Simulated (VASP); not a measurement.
# Bi (Fm-3m) in VASP: further runs, part 2 of 2

VASP 6.6.1. Earlier steps stand in the parts before.

### 4 Single point, RPBE (volume scaled by 1.12)

INCAR

```
PREC = Accurate ; ENCUT = 520
EDIFF = 1E-6 ; ISMEAR = -1
SIGMA = 0.1 ; LREAL = F
LASPH = T ; NELM = 80
ALGO = Normal ; ISIF = 2
LWAVE = F ; LCHARG = F
GGA = RP ; NBANDS = 14
```

KPOINTS

```
regular mesh
0
Gamma
  12 12 12
```

POSCAR

```
Bi
1.0
    0.0000000000      2.6377841932      2.6377841932
    2.6377841932      0.0000000000      2.6377841932
    2.6377841932      2.6377841932      0.0000000000
Bi
1
Direct
    0.0000000000      0.0000000000      0.0000000000
```

Potentials or basis: VASP PAW PBE potentials, release 64 (Bi_d).

Run with:

```
cat potpaw_PBE.64/Bi_d/POTCAR > POTCAR
mpirun -np 1 vasp_std > vasp.out
```

OUTCAR:

```text
PREC = Accurate
   ENCUT = 520
   EDIFF = 1E-6
   ISMEAR = -1
   LREAL = F
   LASPH = T
   NELM = 80
   ISIF = 2
   GGA = RP

 ion  position               nearest neighbor table
   1  0.000  0.000  0.000-

  LATTYP: Found a face centered cubic cell.
 ALAT       =     5.2755683864

  Lattice vectors:

 A1 = (   0.0000000000,   2.6377841932,   2.6377841932)
 A2 = (   2.6377841932,   0.0000000000,   2.6377841932)
 A3 = (   2.6377841932,   2.6377841932,   0.0000000000)

Analysis of symmetry for initial positions (statically):
=====================================================================
 Subroutine PRICEL returns:
 Original cell was already a primitive cell.

 Routine SETGRP: Setting up the symmetry group for a
 face centered cubic supercell.

 Subroutine GETGRP returns: Found 48 space group operations
 (whereof 48 operations were pure point group operations)
 out of a pool of 48 trial point group operations.

The static configuration has the point symmetry O_h .

Analysis of symmetry for dynamics (positions and initial velocities):
=====================================================================
[... 160 lines left out ...]
 Fermi energy:         6.2466354871

 k-point     1 :       0.0000    0.0000    0.0000
  band No.  band energies     occupation
      1     -16.8925      2.00000
      2     -16.8925      2.00000
      3     -16.8925      2.00000
      4     -16.8561      2.00000
      5     -16.8561      2.00000
      6      -6.3819      2.00000
      7      10.1388      0.00000
      8      10.1388      0.00000
      9      10.1388      0.00000
     10      13.2652      0.00000
     11      15.2814      0.00000
     12      16.2053      0.00000
     13      16.2053      0.00000
     14      16.2053      0.00000
[... 377 lines left out ...]
      1     -16.8928      2.00000
      2     -16.8714      2.00000
      3     -16.8708      2.00000
      4     -16.8253      2.00000
      5     -16.8179      2.00000
      6      -4.1026      2.00000
      7       2.2983      2.00000
      8       6.4796      0.17738
      9       8.3968      0.00000
     10      12.6595      0.00000
     11      15.1737      0.00000
     12      16.4875      0.00000
     13      18.9918      0.00000
     14      19.9101      0.00000

 [... further k-points ...]
[... 5 lines left out ...]
  --------------------------------------------------------------------------------------
  -------------------------------------------------------------------------------------
  Total       -0.9603070     -0.9603070     -0.9603070     -0.0000000      0.0000000     -0.0000000
  in kB      -41.9153300    -41.9153300    -41.9153300     -0.0000000      0.0000000     -0.0000000
  external PRESSURE =     -41.9153300 kB  Pullay stress =       0.0000000 kB

 VOLUME and BASIS-vectors are now :
 -----------------------------------------------------------------------------
  energy-cutoff  :      520.00
  volume of cell :       36.71
      direct lattice vectors                 reciprocal lattice vectors
     0.000000000  2.637784193  2.637784193    -0.189553035  0.189553035  0.189553035
     2.637784193  0.000000000  2.637784193     0.189553035 -0.189553035  0.189553035
     2.637784193  2.637784193  0.000000000     0.189553035  0.189553035 -0.189553035

 POSITION                                       TOTAL-FORCE (eV/Angst)
 -----------------------------------------------------------------------------------
      0.00000      0.00000      0.00000         0.000000      0.000000     -0.000000
 -----------------------------------------------------------------------------------
    total drift:                               -0.000000     -0.000000     -0.000000

  FREE ENERGIE OF THE ION-ELECTRON SYSTEM (eV)
  ---------------------------------------------------
  free  energy   TOTEN  =        -3.2685636919 eV

  energy  without entropy=       -3.2401829491  energy(sigma->0) =       -3.25437332
```

OSZICAR:

```text
N       E                     dE             d eps       ncg     rms          rms(c)
DAV:   1     0.115976377669E+03    0.11598E+03   -0.76203E+03  2022   0.118E+03
DAV:   2     0.390529946363E+01   -0.11207E+03   -0.10870E+03  2136   0.333E+02
DAV:   3    -0.308262911885E+01   -0.69879E+01   -0.69579E+01  2604   0.817E+01
DAV:   4    -0.325862496046E+01   -0.17600E+00   -0.17595E+00  2482   0.140E+01
DAV:   5    -0.326583743395E+01   -0.72125E-02   -0.72122E-02  2888   0.258E+00    0.513E-01
DAV:   6    -0.326611981965E+01   -0.28239E-03   -0.88463E-03  2698   0.111E+00    0.336E-01
DAV:   7    -0.326840627474E+01   -0.22865E-02   -0.87131E-03  2664   0.106E+00    0.830E-02
DAV:   8    -0.326855731975E+01   -0.15105E-03   -0.98825E-04  2818   0.450E-01    0.222E-02
DAV:   9    -0.326855761600E+01   -0.29625E-06   -0.17013E-05  2706   0.426E-02    0.178E-02
DAV:  10    -0.326856425794E+01   -0.66419E-05   -0.29374E-05  2592   0.735E-02    0.479E-03
DAV:  11    -0.326856369187E+01    0.56606E-06   -0.31400E-06  2556   0.275E-02
   1 F= -.32685637E+01 E0= -.32543733E+01  d E =-.283807E-01
```

stdout:

```text
POSCAR found type information on POSCAR Bi
 POSCAR found :  1 types and       1 ions
 scaLAPACK will be used
 -----------------------------------------------------------------------------
|                                                                             |
|                                                                             |
|     You enforced a specific xc type in the INCAR file but a different       |
|     I HOPE YOU KNOW WHAT YOU ARE DOING!                                     |
|                                                                             |
 -----------------------------------------------------------------------------

 LDA part: xc-table for (Slater+PW92), standard interpolation
 POSCAR, INCAR and KPOINTS ok, starting setup
 FFT: planning ... GRIDC
 FFT: planning ... GRID_SOFT
 FFT: planning ... GRID
 WAVECAR not read
 entering main loop
```

Run time: 13 s. Hardware: 1 thread of Intel Xeon 6975P-C (Granite Rapids), shared host; peak memory 0.16 GiB.

Results:

| Item | Value |
| --- | --- |
| Free energy | -3.2686 eV |
| Pressure | -4.2 GPa |

Levels at points of the mesh, in eV from the Fermi level:
```csv
k point,band 3,band 4,band 5,band 6,band 7,band 8,band 9,band 10,band 11,band 12
"(0.00, 0.00, 0.00)",-23.14,-23.10,-23.10,-12.63,3.89,3.89,3.89,7.02,9.03,9.96
"(0.50, 0.00, 0.00)",-23.13,-23.06,-23.06,-10.55,-4.41,2.67,2.67,6.37,8.57,9.06
"(0.50, 0.50, 0.00)",-23.07,-23.05,-23.05,-9.78,-3.75,0.30,0.30,3.91,5.06,16.24
```

Caveat: the cell differs from its parent crystal (volume scaled by 1.12); the PAW data sets were made with another functional, which shifts forces and pressure a little; spin-orbit coupling is left out, which moves the levels of the heavy elements.

### 5 Single point, RPBE

This run uses another cell than the first one, of 32.77 Å³/atom, 0.962 times its volume.

INCAR

```
PREC = Accurate
ENCUT = 520
EDIFF = 1E-6
ISMEAR = -1
SIGMA = 0.1
LREAL = F
LASPH = T
NELM = 60
ALGO = Normal
ISIF = 2
LWAVE = F
LCHARG = T
GGA = RP
LELF = T
LVHAR = T
NBANDS = 14
```

KPOINTS

```
regular mesh
0
Gamma
  18 18 18
```

POSCAR

```
Bi
1.0
    0.0000000000      2.5399972937      2.5399972937
    2.5399972937      0.0000000000      2.5399972937
    2.5399972937      2.5399972937      0.0000000000
Bi
1
Direct
    0.0000000000      0.0000000000      0.0000000000
```

Potentials or basis: VASP PAW PBE potentials, release 64 (Bi_d).

Run with:

```
cat potpaw_PBE.64/Bi_d/POTCAR > POTCAR
mpirun -np 1 vasp_std > vasp.out
```

OUTCAR:

```text
PREC = Accurate
   ENCUT = 520
   EDIFF = 1E-6
   ISMEAR = -1
   LREAL = F
   LASPH = T
   NELM = 60
   ISIF = 2
   GGA = RP

 ion  position               nearest neighbor table
   1  0.000  0.000  0.000-

  LATTYP: Found a face centered cubic cell.
 ALAT       =     5.0799945874

  Lattice vectors:

 A1 = (   0.0000000000,   2.5399972937,   2.5399972937)
 A2 = (   2.5399972937,   0.0000000000,   2.5399972937)
 A3 = (   2.5399972937,   2.5399972937,   0.0000000000)

Analysis of symmetry for initial positions (statically):
=====================================================================
 Subroutine PRICEL returns:
 Original cell was already a primitive cell.

 Routine SETGRP: Setting up the symmetry group for a
 face centered cubic supercell.

 Subroutine GETGRP returns: Found 48 space group operations
 (whereof 48 operations were pure point group operations)
 out of a pool of 48 trial point group operations.

The static configuration has the point symmetry O_h .

Analysis of symmetry for dynamics (positions and initial velocities):
=====================================================================
[... 160 lines left out ...]
 Fermi energy:         7.5149434788

 k-point     1 :       0.0000    0.0000    0.0000
  band No.  band energies     occupation
      1     -15.6558      2.00000
      2     -15.6558      2.00000
      3     -15.6558      2.00000
      4     -15.5990      2.00000
      5     -15.5990      2.00000
      6      -5.7694      2.00000
      7      12.1105      0.00000
      8      12.1105      0.00000
      9      12.1105      0.00000
     10      15.7177      0.00000
     11      16.5357      0.00000
     12      18.0071      0.00000
     13      18.0071      0.00000
     14      18.0071      0.00000
[... 377 lines left out ...]
      1     -15.6512      2.00000
      2     -15.6383      2.00000
      3     -15.6380      2.00000
      4     -15.5907      2.00000
      5     -15.5755      2.00000
      6      -4.8221      2.00000
      7       6.6363      1.99969
      8      10.5281      0.00000
      9      11.6285      0.00000
     10      15.1788      0.00000
     11      17.2226      0.00000
     12      17.8733      0.00000
     13      19.0339      0.00000
     14      19.4775      0.00000

 [... further k-points ...]
[... 5 lines left out ...]
  --------------------------------------------------------------------------------------
  -------------------------------------------------------------------------------------
  Total       -0.0379299     -0.0379299     -0.0379299     -0.0000000      0.0000000      0.0000000
  in kB       -1.8542265     -1.8542265     -1.8542265     -0.0000000      0.0000000      0.0000000
  external PRESSURE =      -1.8542265 kB  Pullay stress =       0.0000000 kB

 VOLUME and BASIS-vectors are now :
 -----------------------------------------------------------------------------
  energy-cutoff  :      520.00
  volume of cell :       32.77
      direct lattice vectors                 reciprocal lattice vectors
     0.000000000  2.539997294  2.539997294    -0.196850603  0.196850603  0.196850603
     2.539997294  0.000000000  2.539997294     0.196850603 -0.196850603  0.196850603
     2.539997294  2.539997294  0.000000000     0.196850603  0.196850603 -0.196850603

 POSITION                                       TOTAL-FORCE (eV/Angst)
 -----------------------------------------------------------------------------------
      0.00000      0.00000      0.00000        -0.000000     -0.000000     -0.000000
 -----------------------------------------------------------------------------------
    total drift:                               -0.000000     -0.000000     -0.000000

  FREE ENERGIE OF THE ION-ELECTRON SYSTEM (eV)
  ---------------------------------------------------
  free  energy   TOTEN  =        -3.3251177818 eV

  energy  without entropy=       -3.2982704375  energy(sigma->0) =       -3.31169411
```

stdout:

```text
POSCAR found type information on POSCAR Bi
 POSCAR found :  1 types and       1 ions
 scaLAPACK will be used
 -----------------------------------------------------------------------------
|                                                                             |
|                                                                             |
|     You enforced a specific xc type in the INCAR file but a different       |
|     I HOPE YOU KNOW WHAT YOU ARE DOING!                                     |
|                                                                             |
 -----------------------------------------------------------------------------

 LDA part: xc-table for (Slater+PW92), standard interpolation
 POSCAR, INCAR and KPOINTS ok, starting setup
 FFT: planning ... GRIDC
 FFT: planning ... GRID_SOFT
 FFT: planning ... GRID
 WAVECAR not read
 entering main loop
```

It took 36 s on 1 thread of Intel Xeon 6975P-C (Granite Rapids), shared host; peak memory 0.21 GiB.

Results:

```yaml
Free_energy: -3.3251 eV
Pressure: -0.2 GPa
```

Caveat: the PAW data sets were made with another functional, which shifts forces and pressure a little; spin-orbit coupling is left out, which moves the levels of the heavy elements.

### 6 Summary

```csv
cell,k mesh,gap on the mesh (eV),pressure (GPa)
"a = 3.639 Å, angles 60.0°, 1 atom",12 × 12 × 12,none,-1.9
"a = 3.685 Å, angles 60.0°, 1 atom",12 × 12 × 12,none,-3.2
"a = 3.730 Å, angles 60.0°, 1 atom",12 × 12 × 12,none,-4.2
"a = 3.592 Å, angles 60.0°, 1 atom",18 × 18 × 18,none,-0.2
```

Alike in all rows: task single point; level RPBE; potentials or basis VASP PAW PBE potentials, release 64 (Bi_d); no spin polarisation; cutoff (eV) 520; smearing fermi-dirac 0.1 eV.

Caveats: the PAW data sets were made with another functional, which shifts forces and pressure a little; spin-orbit coupling is left out, which moves the levels of the heavy elements.

Total energies depend on the potentials used, so only differences within one code and one set of settings carry meaning.
